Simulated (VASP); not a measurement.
# Al2O3 (P-6m2) in VASP: further runs

Runs on Al2O3. Level: PBE+D3(BJ). Tasks: single point.

Everything below comes from runs of VASP 6.6.1. Logs are shortened: lines on timing, memory, paths and dates and some standing lists are left out, and cuts for length are marked.

## Step 1: The cell of the first run

The structure is hexagonal, space group P-6m2 (No. 187). The conventional cell has a = 2.810 Å, b = 2.810 Å, c = 7.515 Å, α = 90.00°, β = 90.00°, γ = 120.00°. Al (site symmetry 3m) has 6 O at 1.77 to 2.16 Å within 2.3 Å. O (site symmetry 3m) has 3 Al at 1.77 Å within 2.3 Å. Within 2.9 Å of O (site symmetry -6m2) lie 6 Al at 2.16 Å and 12 O at 2.68 to 2.81 Å.

## Step 2: Single point, PBE+D3(BJ)

File INCAR:

```
  ALGO = Normal
  EDIFF = 1E-6
  ENCUT = 520
  GGA = PE
  ISIF = 2
  ISMEAR = 0
  IVDW = 12
  LASPH = T
  LCHARG = F
  LREAL = F
  LWAVE = F
  NBANDS = 20
  NELM = 60
  PREC = Accurate
  SIGMA = 0.05
```

File KPOINTS:

```
k-points
0
Gamma
  9 9 4
```

File POSCAR:

```
Al2O3
1.0
    2.8099000000      0.0000000000      0.0000000000
   -1.4049500000      2.4334447821      0.0000000000
    0.0000000000      0.0000000000      7.5151000000
Al O
2 3
Direct
    0.0000000000      0.0000000000      0.1907358529
    0.0000000000      0.0000000000      0.8092641471
    0.3333333333      0.6666666667      0.2840924954
    0.6666666667      0.3333333333      0.0000000000
    0.3333333333      0.6666666667      0.7159075046
```

Potentials or basis: VASP PAW PBE potentials, release 64 (Al, O).

Command:

```
$ cat potpaw_PBE.64/Al/POTCAR potpaw_PBE.64/O/POTCAR > POTCAR
$ mpirun -np 1 vasp_std > vasp.out
```

OUTCAR:

```text
EDIFF = 1E-6
   ENCUT = 520
   GGA = PE
   ISIF = 2
   ISMEAR = 0
   IVDW = 12
   LASPH = T
   LREAL = F
   NELM = 60
   PREC = Accurate
 IVDW          = 12

 ion  position               nearest neighbor table
   1  0.000  0.000  0.191-   3 1.77   3 1.77   3 1.77   4 2.16   4 2.16   4 2.16   2 2.87
   2  0.000  0.000  0.809-   5 1.77   5 1.77   5 1.77   4 2.16   4 2.16   4 2.16   1 2.87
   3  0.333  0.667  0.284-   1 1.77   1 1.77   1 1.77
   4  0.667  0.333  0.000-   1 2.16   2 2.16   1 2.16   2 2.16   1 2.16   2 2.16
   5  0.333  0.667  0.716-   2 1.77   2 1.77   2 1.77

  LATTYP: Found a hexagonal cell.
 ALAT       =     2.8099000000
 C/A-ratio  =     2.6745079896

  Lattice vectors:

 A1 = (   2.8099000000,   0.0000000000,   0.0000000000)
 A2 = (  -1.4049500000,   2.4334447821,   0.0000000000)
 A3 = (   0.0000000000,   0.0000000000,   7.5151000000)

Analysis of symmetry for initial positions (statically):
=====================================================================
 Subroutine PRICEL returns:
 Original cell was already a primitive cell.

 Routine SETGRP: Setting up the symmetry group for a
 hexagonal supercell.

 Subroutine GETGRP returns: Found 12 space group operations
 (whereof 12 operations were pure point group operations)
 out of a pool of 24 trial point group operations.

The static configuration has the point symmetry D_3h.

Analysis of symmetry for dynamics (positions and initial velocities):
=====================================================================
 Subroutine PRICEL returns:
 Original cell was already a primitive cell.

 Routine SETGRP: Setting up the symmetry group for a
 hexagonal supercell.

 Subroutine GETGRP returns: Found 12 space group operations
 (whereof 12 operations were pure point group operations)
 out of a pool of 24 trial point group operations.

The dynamic configuration has the point symmetry D_3h.

 Subroutine INISYM returns: Found 12 space group operations
 (whereof 12 operations are pure point group operations),
 and found     1 'primitive' translations

----------------------------------------------------------------------------------------

                                     Primitive cell

  volume of cell :      51.3863

  direct lattice vectors                    reciprocal lattice vectors
     2.809900000  0.000000000  0.000000000     0.355884551  0.205470041  0.000000000
    -1.404950000  2.433444782  0.000000000     0.000000000  0.410940083  0.000000000
     0.000000000  0.000000000  7.515100000     0.000000000  0.000000000  0.133065428

  length of vectors
     2.809900000  2.809900000  7.515100000     0.410940083  0.410940083  0.133065428

  position of ions in fractional coordinates (direct lattice)
     0.000000000  0.000000000  0.190735853
     0.000000000  0.000000000  0.809264147
     0.333333333  0.666666667  0.284092495
     0.666666667  0.333333333  0.000000000
     0.333333333  0.666666667  0.715907505

  ion indices of the primitive-cell ions
   primitive index   ion index
                 1           1
                 2           2
                 3           3
                 4           4
                 5           5

----------------------------------------------------------------------------------------

 KPOINTS: k-points

Automatic generation of k-mesh.
 Grid dimensions read from file:
 generate k-points for:    9    9    4

 Generating k-lattice:

  Cartesian coordinates                     Fractional coordinates (reciprocal lattice)
     0.039542728  0.022830005  0.000000000     0.111111111 -0.000000000  0.000000000
     0.000000000  0.045660009  0.000000000     0.000000000  0.111111111  0.000000000
     0.000000000  0.000000000  0.033266357     0.000000000  0.000000000  0.250000000

  Length of vectors
     0.045660009  0.045660009  0.033266357

  Shift w.r.t. Gamma in fractional coordinates (k-lattice)
     0.000000000  0.000000000  0.000000000

 Subroutine IBZKPT returns following result:
 ===========================================

 Found     36 irreducible k-points:

 Following reciprocal coordinates:
            Coordinates               Weight
  0.000000  0.000000  0.000000      1.000000
  0.111111 -0.000000  0.000000      6.000000
  0.222222 -0.000000  0.000000      6.000000
  0.333333 -0.000000  0.000000      6.000000
  0.444444 -0.000000  0.000000      6.000000
  0.111111  0.111111  0.000000      6.000000
[... 16 lines left out ...]
  0.333333  0.222222  0.250000     24.000000
  0.333333  0.333333  0.250000      4.000000
 [... further k-points ...]
   k-points           NKPTS =     36   k-points in BZ     NKDIM =     36   number of bands    NBANDS=     20
   number of dos      NEDOS =    301   number of ions     NIONS =      5
   total plane-waves  NPLWV =  32256
   dimension x,y,z NGX =    24 NGY =   24 NGZ =   56
   dimension x,y,z NGXF=    48 NGYF=   48 NGZF=  112
   ions per type =               2   3
   NGX,Y,Z   is equivalent  to a cutoff of  14.20, 14.20, 12.39 a.u.
   NGXF,Y,Z  is equivalent  to a cutoff of  28.40, 28.40, 24.78 a.u.
 SYSTEM =  unknown system
   PREC   = accura    normal or accurate (medium, high low for compatibility)
   ISTART =      0    job   : 0-new  1-cont  2-samecut
   ICHARG =      2    charge: 1-file 2-atom 10-const
   ISPIN  =      1    spin polarized calculation?
   LNONCOLLINEAR =      F non collinear calculations
   LSORBIT =      F    spin-orbit coupling
   LASPH  =      T    aspherical Exc in radial PAW
   ENCUT  =  520.0 eV  38.22 Ry    6.18 a.u.   5.22  5.22 13.97*2*pi/ulx,y,z
   NELM   =     60;   NELMIN=  2; NELMDL= -5     # of ELM steps
   EDIFF  = 0.1E-05   stopping-criterion for ELM
   LREAL  =      F    real-space projection
   EDIFFG = 0.1E-04   stopping-criterion for IOM
   NSW    =      0    number of steps for IOM
   IBRION =     -1    ionic relax: 0-MD 1-quasi-New 2-CG
   NFREE  =      0    steps in history (QN), initial steepest desc. (CG)
   ISIF   =      2    stress and relaxation
   ISYM   =      2    0-nonsym 1-usesym 2-fastsym
   POTIM  = 0.5000    time-step for ionic-motion
   TEBEG  =    0.0;   TEEND  =   0.0 temperature during run
   PSTRESS=    0.0 pullay stress
   NELECT =      24.0000    total number of electrons
   NUPDOWN=      -1.0000    fix difference up-down
   EMIN   =  10.00;   EMAX   =-10.00  energy-range for DOS
   EFERMI =   0.00;   METHOD = LEGACY
   ISMEAR =     0;   SIGMA  =   0.05  broadening in eV -4-tet -1-fermi 0-gaus
   EFERMI_NEDOS =   21; number of points for ismear=-14 and -15
   IALGO  =     38    algorithm
   IMIX   =      4    mixing-type and parameters
     AMIX     =   0.40;   BMIX     =  1.00
     AMIX_MAG =   1.60;   BMIX_MAG =  1.00
  volume/ion in A,a.u.               =      10.28        69.35
  Fermi-wavevector in a.u.,A,eV,Ry     =   1.270173  2.400279 21.950815  1.613339
  Thomas-Fermi vector in A             =   2.403175
   LORBIT       =      0    0 simple, 1 ext, 2 COOP (PROOUT), +10 PAW based schemes
   GGA     = PE    functional components
   LHFCALC =     F    Hartree Fock is set to
   AEXX    =    0.0000 exact exchange contribution
   IVDW    =    12    specifies the selected vdW correction
   LEPSILON=     F    determine dielectric tensor
   LRPA    =     F    only Hartree local field effects (RPA)
 non-spin polarized calculation
 Gauss-broadening in eV      SIGMA  =   0.05
  energy-cutoff  :      520.00
  volume of cell :       51.39
 maximum number of plane-waves:      1399
 NGX is ok and might be reduce to    24
   NGX = 11   NGY = 11   NGZ = 27

 number of electron      23.9999998 magnetization

 Free energy of the ion-electron system (eV)
  ---------------------------------------------------
  ext. energy  EPLUGINS =         0.00000000
  ---------------------------------------------------
  free energy    TOTEN  =       -36.22329775 eV

  energy without entropy =      -36.22329775  energy(sigma->0) =      -36.22329775

 E-fermi :   3.9249     XC(G=0): -10.3362

 val. band max:        3.6126761171   @ k =   0.1111   0.1111   0.0000
 cond. band min:       8.7405130004   @ k =   0.0000   0.0000   0.0000
 fundamental gap:      5.1278368833
 Fermi energy:         3.9248767243

 k-point     1 :       0.0000    0.0000    0.0000
  band No.  band energies     occupation
      1     -15.3121      2.00000
      2     -14.3910      2.00000
      3     -13.1785      2.00000
      4      -1.6700      2.00000
      5       0.9337      2.00000
      6       2.2330      2.00000
[... 12 lines left out ...]
     19      19.3948      0.00000
     20      19.4267      0.00000

 k-point     2 :       0.1111   -0.0000    0.0000
  band No.  band energies     occupation
      1     -15.1504      2.00000
      2     -14.2665      2.00000
      3     -13.1062      2.00000
      4      -1.5667      2.00000
      5       0.8190      2.00000
      6       1.7319      2.00000
[... 12 lines left out ...]
     19      18.5030      0.00000
     20      19.5651      0.00000

 k-point     3 :       0.2222   -0.0000    0.0000
  band No.  band energies     occupation
      1     -14.6997      2.00000
      2     -13.9324      2.00000
      3     -12.9300      2.00000
      4      -1.4231      2.00000
      5      -0.0743      2.00000
      6       0.7055      2.00000
[... 12 lines left out ...]
     19      17.9246      0.00000
     20      19.0999      0.00000

 k-point     4 :       0.3333   -0.0000    0.0000
  band No.  band energies     occupation
      1     -14.0738      2.00000
      2     -13.5137      2.00000
      3     -12.7725      2.00000
      4      -1.7619      2.00000
      5      -1.4199      2.00000
      6      -0.3328      2.00000
[... 429 lines left out ...]
 k-point    23 :       0.3333    0.2222    0.2500
  band No.  band energies     occupation
      1     -13.2747      2.00000
      2     -13.1039      2.00000
      3     -12.7445      2.00000
      4      -1.8821      2.00000
      5      -1.8533      2.00000
      6      -0.7081      2.00000
[... 12 lines left out ...]
     19      16.9589      0.00000
     20      17.9155      0.00000

 k-point    24 :       0.3333    0.3333    0.2500
  band No.  band energies     occupation
      1     -13.0560      2.00000
      2     -13.0171      2.00000
      3     -12.8108      2.00000
      4      -1.7519      2.00000
      5      -1.6003      2.00000
      6      -0.4996      2.00000
[... 12 lines left out ...]
     19      17.0062      0.00000
     20      17.5766      0.00000

 [... further k-points ...]

------------------------ aborting loop because EDIFF is reached ----------------------------------------

 Edisp (eV)   -0.98387

 E8    (eV) :    -0.3719

  FORCE on cell =-STRESS in cart. coord.  units (eV):
  Direction    XX          YY          ZZ          XY          YZ          ZX
  --------------------------------------------------------------------------------------
  -------------------------------------------------------------------------------------
  Total       3.68927     3.68927    -2.17810     0.00000     0.00000     0.00000
  in kB     115.02797   115.02797   -67.91114     0.00000     0.00000     0.00000
  external pressure =       54.05 kB  Pullay stress =        0.00 kB

 VOLUME and BASIS-vectors are now :
 -----------------------------------------------------------------------------
  energy-cutoff  :      520.00
  volume of cell :       51.39
      direct lattice vectors                 reciprocal lattice vectors
     2.809900000  0.000000000  0.000000000     0.355884551  0.205470041  0.000000000
    -1.404950000  2.433444782  0.000000000     0.000000000  0.410940083  0.000000000
     0.000000000  0.000000000  7.515100000     0.000000000  0.000000000  0.133065428

 POSITION                                       TOTAL-FORCE (eV/Angst)
 -----------------------------------------------------------------------------------
      0.00000      0.00000      1.43340        -0.000000      0.000000     -0.736847
      0.00000      0.00000      6.08170        -0.000000      0.000000      0.736847
     -0.00000      1.62230      2.13498         0.000000     -0.000000      0.061192
      1.40495      0.81115      0.00000        -0.000000      0.000000     -0.000000
     -0.00000      1.62230      5.38012        -0.000000     -0.000000     -0.061192
 -----------------------------------------------------------------------------------
    total drift:                                0.000000     -0.000000     -0.000000

  FREE ENERGIE OF THE ION-ELECTRON SYSTEM (eV)
  ---------------------------------------------------
  free  energy   TOTEN  =       -37.2071661470 eV

  energy  without entropy=      -37.2071661470  energy(sigma->0) =      -37.20716615
```

It took 19 s on 1 thread of Intel Xeon 6975P-C (Granite Rapids), shared host; peak memory 0.2 GiB.

What came out:

| Property | Result |
| --- | --- |
| Free energy | -37.2072 eV |
| Pressure | 5.4 GPa |
| Largest force | 0.737 eV/Å |
| Band gap on the k mesh | 5.13 eV, indirect (least direct gap 5.28 eV) |
| Dispersion energy per atom | -0.197 eV |

Forces on the atoms (eV/Å):
```
Al   0.000  0.000 -0.737
Al   0.000  0.000  0.737
O    0.000  0.000  0.061
O    0.000  0.000  0.000
O    0.000  0.000 -0.061
```

Stress tensor (GPa, compression positive):
```
11.50  0.00  0.00
 0.00 11.50  0.00
 0.00  0.00 -6.79
```

Levels at points of the mesh, in eV from the valence-band top:
```tsv
k point	band 8	band 9	band 10	band 11	band 12	band 13	band 14	band 15	band 16	band 17
(0.00, 0.00, 0.00)	-1.21	-1.21	-0.32	-0.32	-0.15	5.13	8.23	8.82	11.83	13.62
(0.00, 0.00, 0.50)	-1.22	-1.22	-0.76	-0.31	-0.31	5.62	7.68	8.81	12.25	13.83
```

A k mesh can miss the band edges.

(Continued in part 2 of 2.)
